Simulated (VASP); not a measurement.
The system is Si4Ge3.

```
Si Ge
1.0
     5.24224    2.93655    3.14856
    -5.25544    2.96983    3.13881
     0.02222   -6.15955    3.38056
Si Ge
8 6
Cartesian
  -0.6987 1.9584 7.6005
  -2.2169 0.3156 4.5209
  -1.6009 -1.9679 7.6630
  0.7663 -2.3098 4.4033
  2.3861 -0.7060 7.6741
  1.3806 1.6174 4.4615
  -0.0313 -0.1493 8.5897
  -0.1210 -0.1196 1.1159
  0.6762 -2.2484 1.8756
  2.3023 -0.4902 5.1896
  1.6530 1.4474 2.0807
  -0.8550 2.0768 5.2348
  -2.1978 0.5837 2.0472
  -1.3799 -1.7805 5.2186
```

| Property | Result |
| --- | --- |
| Program | VASP 6.6.1 |
| Task | relaxation of cell and atoms |
| Functional | PBE |
| Potentials or basis | VASP PAW PBE potentials, release 64 (Si, Ge_d) |
| Cutoff | 600 eV |
| k mesh | 3 × 3 × 3 |
| Occupations | gaussian, width 0.1 eV |
| Spin | no spin polarisation |

At the start: pressure 0.4 GPa; volume 22.01 Å³/atom.

Where does the relaxation end?

Over 18 steps the energy falls by 151.7 meV/atom and the volume is 21.68 Å³/atom (-1.5 %); space group P1 (No. 1, to 0.1 Å) before, R3 (No. 146, to 0.1 Å).

Step by step:
| step | energy change (eV) | largest force (eV/Å) | pressure (GPa) | volume (Å³) |
| --- | --- | --- | --- | --- |
| 1 | 0.0000 | 3.4837 | 0.42 | 308.07 |
| 2 | -1.5719 | 1.4503 | -1.49 | 310.58 |
| 3 | -1.5782 | 1.5025 | -1.52 | 310.77 |
| 4 | -1.9271 | 0.8125 | 0.51 | 301.61 |
| 5 | -1.9399 | 0.6319 | 1.02 | 299.52 |
| 6 | -2.0510 | 0.4468 | -0.01 | 303.65 |
| 7 | -2.0532 | 0.4616 | -0.19 | 304.32 |
| 8 | -2.0874 | 0.2729 | -0.15 | 304.02 |
| 9 | -2.0938 | 0.3439 | -0.07 | 303.81 |
| 10 | -2.1139 | 0.1602 | 0.11 | 303.05 |
| 11 | -2.1141 | 0.1595 | 0.13 | 302.98 |
| 12 | -2.1217 | 0.0902 | -0.02 | 303.62 |
| 13 | -2.1218 | 0.0973 | -0.10 | 303.66 |
| 14 | -2.1236 | 0.0414 | 0.10 | 303.11 |
| 15 | -2.1236 | 0.0385 | 0.17 | 303.06 |
| 16 | -2.1236 | 0.0416 | -0.11 | 304.04 |
| 17 | -2.1240 | 0.0302 | -0.02 | 303.50 |
| 18 | -2.1242 | 0.0164 | 0.04 | 303.46 |

Final structure:
```
Si Ge
1.0
     5.21722    3.01222    3.21882
    -5.21623    3.01283    3.21924
    -0.00021   -6.02307    3.21880
Si Ge
8 6
Direct
  0.83997 0.98192 0.55978
  0.26773 0.69531 0.40913
  0.55981 0.83977 0.98115
  0.40981 0.26760 0.69617
  0.98166 0.56032 0.83993
  0.69573 0.40993 0.26783
  0.87527 0.87569 0.87517
  0.12092 0.12080 0.12150
  0.15903 0.01644 0.44603
  0.73270 0.30500 0.59098
  0.44548 0.15859 0.01735
  0.59083 0.73287 0.30429
  0.01662 0.44527 0.15842
  0.30444 0.59049 0.73226
```
